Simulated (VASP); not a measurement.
Write the native input for VASP 6.6.1 that does the following.

- Task: single point
- Functional: PBE
- Potentials or basis: VASP PAW PBE potentials, release 64 (B, P)
- Cutoff: 520 eV
- k mesh: 10 × 10 × 10
- Occupations: gaussian, width 0.02 eV
- Spin: no spin polarisation
- Dipole correction: no
- Further INCAR settings: ALGO = Normal; EDIFF = 1e-06; NBANDS = 11

The structure of BP lies in POSCAR:

```
BP
1.0
    0.0000000000      2.3187544607      2.3187544607
    2.3187544607      0.0000000000      2.3187544607
    2.3187544607      2.3187544607      0.0000000000
B P
1 1
Direct
    0.0000000000      0.0000000000      0.0000000000
    0.2500000000      0.2500000000      0.2500000000
```

This cell differs from its parent crystal: volume scaled by 1.06.

These files were run (other wordings do the same):

INCAR

```
SYSTEM = BP
ALGO     = Normal         ! electronic algorithm
EDIFF    = 1E-6           ! SCF threshold, eV
ENCUT    = 520            ! plane-wave cutoff, eV
GGA      = PE             ! functional
ISIF     = 2              ! what is computed and relaxed
ISMEAR   = 0              ! smearing method
LASPH    = .True.         ! aspherical terms in the spheres
LCHARG   = .False.        ! write CHGCAR
LREAL    = .False.        ! projectors in reciprocal space
LWAVE    = .False.        ! write WAVECAR
NBANDS   = 11             ! bands
NELM     = 80             ! most SCF steps
PREC     = Accurate       ! precision mode
SIGMA    = 0.02           ! smearing width, eV
```

KPOINTS

```
k-points
0
Gamma
  10 10 10
  0 0 0
```

Potentials or basis: VASP PAW PBE potentials, release 64 (B, P).

Launch:

```sh
$ cat potpaw_PBE.64/B/POTCAR potpaw_PBE.64/P/POTCAR > POTCAR
$ mpirun -np 1 vasp_std > vasp.out
```

Results of the run:

```yaml
Pressure: -8.6 GPa
Band_gap_on_the_k_mesh: 1.33 eV, indirect (least direct gap 3.31 eV)
```

Wall time 15 s on 1 thread of Intel Xeon 8259CL, with other jobs on the host, peak memory 0.14 GiB.
